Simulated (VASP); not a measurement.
# Zn (P6_3/mmc) in VASP: further runs, part 2 of 2

VASP 6.6.1. The steps go on from the part before.

### Step 4. Single point, PBEsol (14.45 Å³/atom)

This run uses another cell than the first one, of 14.45 Å³/atom.

INCAR

```
SYSTEM = Zn
PREC = Accurate ; ENCUT = 520
EDIFF = 1E-6 ; ISMEAR = -1
SIGMA = 0.03 ; LREAL = .False.
LASPH = .True. ; NELM = 100
ALGO = Normal ; ISIF = 2
LWAVE = .False. ; LCHARG = .True.
GGA = PS ; LELF = .True.
LVHAR = .True. ; NBANDS = 19
```

KPOINTS

```
Automatic mesh
0
Gamma
  18 18 8
  0 0 0
```

POSCAR

```
Zn
1.0
    2.6196232574      0.0000000000      0.0000000000
   -1.3098116287      2.2686602892      0.0000000000
    0.0000000000      0.0000000000      4.8628414268
Zn
2
Direct
    0.3333333333      0.6666666667      0.2500000000
    0.6666666667      0.3333333333      0.7500000000
```

Potentials or basis: VASP PAW PBE potentials, release 64 (Zn).

Launch:

```
> cat potpaw_PBE.64/Zn/POTCAR > POTCAR
> mpirun -np 1 vasp_std > vasp.out
```

OUTCAR:

```text
SYSTEM = Zn
   PREC = Accurate
   ENCUT = 520
   EDIFF = 1E-6
   ISMEAR = -1
   LREAL = .False.
   LASPH = .True.
   NELM = 100
   ISIF = 2
   GGA = PS

 ion  position               nearest neighbor table
   1  0.333  0.667  0.250-   2 2.86   2 2.86   2 2.86   2 2.86   2 2.86   2 2.86
   2  0.667  0.333  0.750-   1 2.86   1 2.86   1 2.86   1 2.86   1 2.86   1 2.86

  LATTYP: Found a hexagonal cell.
 ALAT       =     2.6196232574
 C/A-ratio  =     1.8563132745

  Lattice vectors:

 A1 = (   2.6196232574,   0.0000000000,   0.0000000000)
 A2 = (  -1.3098116287,   2.2686602892,   0.0000000000)
 A3 = (   0.0000000000,   0.0000000000,   4.8628414268)

Analysis of symmetry for initial positions (statically):
=====================================================================
 Subroutine PRICEL returns:
 Original cell was already a primitive cell.

 Routine SETGRP: Setting up the symmetry group for a
 hexagonal supercell.

 Subroutine GETGRP returns: Found 24 space group operations
 (whereof 12 operations were pure point group operations)
 out of a pool of 24 trial point group operations.
[... 161 lines left out ...]
  free energy    TOTEN  =        -3.17013810 eV

  energy without entropy =       -3.16872312  energy(sigma->0) =       -3.16943061

 E-fermi :   3.4591     XC(G=0): -11.9724

 val. band max:        3.4433031945   @ k =   0.3333   0.2778   0.0000
 cond. band min:       3.5105040325   @ k =   0.3333   0.3333   0.1250
 fundamental gap:      0.0672008380
 Fermi energy:         3.4591148537

 k-point     1 :       0.0000    0.0000    0.0000
  band No.  band energies     occupation
      1      -7.5219      2.00000
      2      -5.5217      2.00000
      3      -4.7319      2.00000
      4      -4.4799      2.00000
      5      -4.4799      2.00000
      6      -4.4241      2.00000
[... 505 lines left out ...]
      6      -4.3277      2.00000
[... 11 lines left out ...]
     18      16.8136      0.00000
     19      18.0238      0.00000

 [... further k-points ...]

------------------------ aborting loop because EDIFF is reached ----------------------------------------

  FORCE on cell =-STRESS in cart. coord.  units (eV):
  Direction    XX          YY          ZZ          XY          YZ          ZX
  --------------------------------------------------------------------------------------
  -------------------------------------------------------------------------------------
  Total       -0.2625776     -0.2625776     -0.1322991      0.0000000     -0.0000000      0.0000000
  in kB      -14.5569324    -14.5569324     -7.3344731      0.0000000     -0.0000000      0.0000000
  external PRESSURE =     -12.1494459 kB  Pullay stress =       0.0000000 kB

 VOLUME and BASIS-vectors are now :
 -----------------------------------------------------------------------------
  energy-cutoff  :      520.00
  volume of cell :       28.90
      direct lattice vectors                 reciprocal lattice vectors
     2.619623257  0.000000000  0.000000000     0.381734281  0.220394390  0.000000000
    -1.309811629  2.268660289  0.000000000     0.000000000  0.440788780  0.000000000
     0.000000000  0.000000000  4.862841427     0.000000000  0.000000000  0.205641088

 POSITION                                       TOTAL-FORCE (eV/Angst)
 -----------------------------------------------------------------------------------
     -0.00000      1.51244      1.21571        -0.000000      0.000000      0.000000
      1.30981      0.75622      3.64713         0.000000      0.000000      0.000000
 -----------------------------------------------------------------------------------
    total drift:                               -0.000000      0.000000      0.000000

  FREE ENERGIE OF THE ION-ELECTRON SYSTEM (eV)
  ---------------------------------------------------
  free  energy   TOTEN  =        -3.1701381007 eV

  energy  without entropy=       -3.1687231178  energy(sigma->0) =       -3.16943061
```

OSZICAR:

```text
N       E                     dE             d eps       ncg     rms          rms(c)
DAV:   1     0.110325641773E+03    0.11033E+03   -0.12348E+04  7438   0.202E+03
DAV:   2     0.148729150368E+01   -0.10884E+03   -0.10508E+03  7078   0.294E+02
DAV:   3    -0.346467205813E+01   -0.49520E+01   -0.49322E+01  7828   0.691E+01
DAV:   4    -0.349322986469E+01   -0.28558E-01   -0.28550E-01  7773   0.536E+00
DAV:   5    -0.349326419873E+01   -0.34334E-04   -0.34334E-04  7629   0.169E-01    0.462E+00
DAV:   6    -0.319238297917E+01    0.30088E+00   -0.11697E+00  7797   0.235E+01    0.330E+00
DAV:   7    -0.317750341714E+01    0.14880E-01   -0.42451E-02  9048   0.359E+00    0.172E+00
DAV:   8    -0.317017441247E+01    0.73290E-02   -0.20413E-03  9559   0.661E-01    0.553E-02
DAV:   9    -0.317013371038E+01    0.40702E-04   -0.23797E-04  9661   0.206E-01    0.344E-02
DAV:  10    -0.317013827235E+01   -0.45620E-05   -0.20509E-05  7334   0.386E-02    0.294E-03
DAV:  11    -0.317013810075E+01    0.17160E-06   -0.55377E-07  4249   0.125E-02
   1 F= -.31701381E+01 E0= -.31694306E+01  d E =-.141498E-02
```

stdout:

```text
POSCAR found type information on POSCAR Zn
 POSCAR found :  1 types and       2 ions
 scaLAPACK will be used
 -----------------------------------------------------------------------------
|                                                                             |
|                                                                             |
|     You enforced a specific xc type in the INCAR file but a different       |
|     I HOPE YOU KNOW WHAT YOU ARE DOING!                                     |
|                                                                             |
 -----------------------------------------------------------------------------

 LDA part: xc-table for (Slater+PW92), standard interpolation
 POSCAR, INCAR and KPOINTS ok, starting setup
 FFT: planning ... GRIDC
 FFT: planning ... GRID_SOFT
 FFT: planning ... GRID
 WAVECAR not read
 entering main loop
```

Wall time 25 s (1 thread of Intel Xeon 6975P-C (Granite Rapids), shared host); peak memory 0.2 GiB.

Results:

* Free energy: -3.1701 eV
* Pressure: -1.2 GPa
* Band gap on the k mesh: zero (bands 12 and 13 overlap by 4.64 eV)

Stress tensor (GPa, compression positive):
```
-1.46  0.00  0.00
 0.00 -1.46  0.00
 0.00  0.00 -0.73
```

Levels at points of the mesh, in eV from the Fermi level:
| k point | band 10 | band 11 | band 12 | band 13 | band 14 | band 15 |
| --- | --- | --- | --- | --- | --- | --- |
| (0.00, 0.00, 0.00) | -7.29 | -7.29 | -4.06 | -3.14 | 13.93 | 17.63 |
| (0.50, 0.00, 0.00) | -7.08 | -3.16 | -2.35 | 2.59 | 3.43 | 4.25 |
| (0.00, 0.00, 0.50) | -7.38 | -7.38 | -7.38 | 4.60 | 4.60 | 19.29 |
| (0.50, 0.00, 0.50) | -7.09 | -2.19 | -2.19 | 0.08 | 0.08 | 10.31 |

Caveat: the PAW data sets were made with another functional, which shifts forces and pressure a little.

### Step 5. Single point, PBEsol (14.60 Å³/atom)

This run uses another cell than the first one, of 14.60 Å³/atom.

INCAR

```
PREC = Accurate
ENCUT = 520
EDIFF = 1E-6
ISMEAR = -1
SIGMA = 0.03
LREAL = False
LASPH = True
NELM = 60
ALGO = Normal
ISIF = 2
LWAVE = False
LCHARG = False
GGA = PS
NBANDS = 19
```

KPOINTS

```
regular mesh
0
Gamma
  18 18 8
```

POSCAR

```
Zn
1.0
    2.6287828538      0.0000000000      0.0000000000
   -1.3143914269      2.2765927324      0.0000000000
    0.0000000000      0.0000000000      4.8798445072
Zn
2
Direct
    0.3333333333      0.6666666667      0.2500000000
    0.6666666667      0.3333333333      0.7500000000
```

Launch:

```
> cat potpaw_PBE.64/Zn/POTCAR > POTCAR
> mpirun -np 1 vasp_std > vasp.out
```

Wall time 26 s (1 thread of Intel Xeon 6975P-C (Granite Rapids), shared host); peak memory 0.2 GiB.

The run converged. Its results:

| Property | Result |
| --- | --- |
| Free energy | -3.1670 eV |
| Pressure | -2.1 GPa |
| Band gap on the k mesh | zero (bands 12 and 13 overlap by 4.64 eV) |

Stress tensor (GPa, compression positive):
```
-2.43  0.00  0.00
 0.00 -2.43  0.00
 0.00  0.00 -1.43
```

Levels at points of the mesh, in eV from the Fermi level:
```
           k point  band 8  band 9  band 10  band 11  band 12  band 13  band 14  band 15  band 16  band 17
(0.00, 0.00, 0.00)   -7.50   -7.50    -7.27    -7.27    -4.01    -3.15    13.83    17.52    17.79    17.79
(0.50, 0.00, 0.00)   -7.29   -7.09    -7.06    -3.13    -2.34     2.56     3.42     4.18     5.65    10.22
(0.00, 0.00, 0.50)   -7.89   -7.37    -7.37    -7.37    -7.37     4.56     4.56    19.13    19.13    19.13
(0.50, 0.00, 0.50)   -7.30   -7.07    -7.07    -2.16    -2.16     0.05     0.05    10.24    10.24    12.10
```

Caveat: the PAW data sets were made with another functional, which shifts forces and pressure a little.

### Step 6. The runs side by side

```tsv
cell	gap on the mesh (eV)	pressure (GPa)
a = 2.691, b = 2.691, c = 4.947 Å, angles 90.0, 90.0, 120.0°, 2 atoms	none	-6.3
a = 2.610, b = 2.610, c = 4.846 Å, angles 90.0, 90.0, 120.0°, 2 atoms	none	-0.3
a = 2.620, b = 2.620, c = 4.863 Å, angles 90.0, 90.0, 120.0°, 2 atoms	none	-1.2
a = 2.629, b = 2.629, c = 4.880 Å, angles 90.0, 90.0, 120.0°, 2 atoms	none	-2.1
```

Alike in all rows: task single point; level PBEsol; potentials or basis VASP PAW PBE potentials, release 64 (Zn); no spin polarisation; k mesh 18 × 18 × 8; cutoff (eV) 520; smearing fermi-dirac 0.03 eV.

Caveats: the PAW data sets were made with another functional, which shifts forces and pressure a little; the cell stands under tension (at least some runs).

Total energies depend on the potentials used, so only differences within one code and one set of settings carry meaning.
